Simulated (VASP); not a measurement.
CdS (Hawleyite):

```
Cd S
1.0
     0.00000    2.87708    2.87708
     2.87708    0.00000    2.87708
     2.87708    2.87708    0.00000
Cd S
1 1
Direct
  0.00000 0.00000 0.00000
  0.75000 0.75000 0.75000
```

Base run:

| Quantity | Value |
| --- | --- |
| Program | VASP 6.6.1 |
| Functional | revPBE |
| Dispersion | D3(BJ) |
| Potentials or basis | VASP PAW PBE potentials, release 64 (Cd, S) |
| Cutoff | 520 eV |
| k mesh | 8 × 8 × 8 |
| Occupations | fermi-dirac, width 0.05 eV |
| Spin | no spin polarisation |

Its results: band gap on the k mesh 1.37 eV, direct; pressure 3.1 GPa.

The run is repeated on the same cell with these changes: functional from revPBE to BLYP; dispersion from D3(BJ) to D4. What comes out?

Band gap on the k mesh 1.22 eV, direct; pressure 5.1 GPa.

Several settings changed at once, so the effect can't be laid on one alone.

Caveats: the PAW data sets were made with another functional, which shifts forces and pressure a little.

